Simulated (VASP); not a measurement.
A run of VASP 6.6.1:

Contents of INCAR:

```
PREC = Accurate
ENCUT = 600
EDIFF = 1E-7
ISMEAR = 1
SIGMA = 0.05
LREAL = False
LASPH = True
NELM = 100
ALGO = Normal
ISIF = 3
LWAVE = False
LCHARG = False
GGA = B5
ALDAX = 1.0
AGGAX = 1.0
AGGAC = 1.0
ALDAC = 0.0
IVDW = 12
VDW_S6 = 1.0
VDW_S8 = 2.6996
VDW_A1 = 0.4298
VDW_A2 = 4.2359
IBRION = 2
NSW = 80
EDIFFG = -0.005
```

The input KPOINTS:

```
Automatic mesh
0
Gamma
  11 11 11
```

POSCAR

```
La
1.0
   -2.1238310000      2.1238310000      2.1238310000
    2.1238310000     -2.1238310000      2.1238310000
    2.1238310000      2.1238310000     -2.1238310000
La
1
Direct
    0.0000000000      0.0000000000      0.0000000000
```

Potentials or basis: VASP PAW PBE potentials, release 64 (La).

Launch:

```sh
$ cat potpaw_PBE.64/La/POTCAR > POTCAR
$ mpirun -np 1 vasp_std > vasp.out
```

Hardware: 1 thread of Intel(R) Xeon(R) Platinum 8259CL CPU @ 2.50GHz (Skylake/Cascade Lake), with other jobs on the host.

Question: Estimate the wall time of this run.

Answer: It took 100 s on 1 thread of Intel(R) Xeon(R) Platinum 8259CL CPU @ 2.50GHz (Skylake/Cascade Lake), on a shared host, peak memory 0.21 GiB. Counts: scf iterations 36, k points 56, ion steps 3.
